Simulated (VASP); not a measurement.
Here is a VASP 6.6.1 calculation.

The input INCAR:

```
PREC = Accurate
ENCUT = 520
EDIFF = 1E-6
ISMEAR = 0
SIGMA = 0.1
LREAL = F
LASPH = T
NELM = 60
ALGO = Normal
ISIF = 2
LWAVE = F
LCHARG = F
LDIPOL = T
IDIPOL = 3
DIPOL = 0.5 0.5 0.496
NBANDS = 28
```

The input KPOINTS:

```
Automatic mesh
0
Gamma
  12 12 1
```

Contents of POSCAR:

```
Ru
1.0
    2.6738855892      0.0000000000      0.0000000000
   -1.3369427946      2.3156528471      0.0000000000
    0.0000000000      0.0000000000     21.2264228672
Ru
3
Direct
    0.3333333333      0.6666666667      0.4004442978
    0.6666666667      0.3333333333      0.4964998351
    0.3333333333      0.6666666667      0.5925527450
```

Potentials or basis: VASP PAW LDA potentials, release 64 (Ru_pv).

Run with:

```bash
$ cat potpaw_LDA.64/Ru_pv/POTCAR > POTCAR
$ mpirun -np 1 vasp_std > vasp.out
```

**Question.** Predict the largest force.

**Answer.** 0.069 eV/Å.

**Question.** Predict the band gap on the k mesh.

**Answer.** Zero (band 21 reaches 1.64 eV, above the bottom of band 22 at -0.72 eV).

Forces on the atoms (eV/Å):
```
Ru   0.000  0.000 -0.069
Ru   0.000  0.000  0.000
Ru   0.000  0.000  0.069
```
